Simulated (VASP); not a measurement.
PbS:

```xyz
2
Lattice="2.1127 1.2197 3.4519 -2.1127 1.2197 3.4519 0.0000 -2.4395 3.4519" Properties=species:S:1:pos:R:3 pbc="T T T"
Pb    0.0000    0.0000   10.1545
S     0.0000    0.0000    4.9193
```

* Program: VASP 6.6.1
* Task: relaxation of cell and atoms
* Functional: RPBE
* Dispersion: D3(BJ)
* Potentials or basis: VASP PAW PBE potentials, release 64 (Pb_d, S)
* Cutoff: 600 eV
* k mesh: 8 × 8 × 8
* Occupations: fermi-dirac, width 0.05 eV
* Spin: no spin polarisation

At the start: pressure -11.3 GPa; volume 26.69 Å³/atom.

Q: How do energy, volume and symmetry change on relaxing?

A: Over 10 steps the energy falls by 211.4 meV/atom and the volume is 21.72 Å³/atom (-18.6 %); space group Fm-3m (No. 225, to 0.05 Å).

Step by step:
```
step  energy change (eV)  largest force (eV/Å)  pressure (GPa)  volume (Å³)
   1              0.0000                0.0401          -11.31        53.37
   2             -0.3362                0.2693            8.33        40.10
   3             -0.4178                0.1972           -0.07        43.51
   4             -0.4176                0.2008            0.31        43.33
   5             -0.4206                0.1269            0.35        43.29
   6             -0.4225                0.0165            0.44        43.23
   7             -0.4224                0.0085           -0.50        43.69
   8             -0.4228                0.0148            0.00        43.44
   9             -0.4228                0.0131           -0.01        43.45
  10             -0.4228                0.0071           -0.03        43.45
```

Final structure:
```cif
data_structure
_symmetry_space_group_name_H-M 'P 1'
_symmetry_Int_Tables_number 1
_cell_length_a 3.9458
_cell_length_b 3.9458
_cell_length_c 3.9458
_cell_angle_alpha 60.006
_cell_angle_beta 60.006
_cell_angle_gamma 60.006
_cell_volume 43.45
loop_
_atom_site_label
_atom_site_type_symbol
_atom_site_fract_x
_atom_site_fract_y
_atom_site_fract_z
_atom_site_occupancy
Pb1 Pb 0.97791 0.97791 0.97791 1
S1 S 0.47769 0.47769 0.47769 1
```

Caveat: the volume moved by over 15 % at a fixed basis, so the end points are rough; the PAW data sets were made with another functional, which shifts forces and pressure a little.
